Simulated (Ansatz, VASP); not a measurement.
## BN: VASP beside Ansatz

```
B N
1.0
     0.00000    1.74583    1.74583
     1.74583    0.00000    1.74583
     1.74583    1.74583    0.00000
B N
1 1
Direct
  0.00000 0.00000 0.00000
  0.50000 0.50000 0.50000
```

Alike in both runs: task single point; functional HSE06; k mesh 6 × 6 × 6; no spin polarisation.

|  | VASP | Ansatz |
| --- | --- | --- |
| version | VASP 6.6.1 | Ansatz 0.2.0 |
| potentials or method | VASP PAW PBE potentials, release 64 (B, N) | plane waves |
| plane-wave cutoff (eV) | 520 | 420 |
| occupations | methfessel-paxton of order 1, width 0.2 eV | cold, width 0.2 eV |
| valence electrons in the cell | 8 | 8 |

Ansatz gave:

```
gap on the k mesh at the Fermi level (eV) : 2.18
pressure (GPa)                            : -8.4
```

What did VASP give for the same quantities?

gap on the k mesh at the Fermi level (eV): 2.17; pressure (GPa): -8.2.

Ansatz's warnings: stress exchange threshold loose, stress scf threshold loose.

The k mesh is coarse, so the values compare programs but aren't converged.
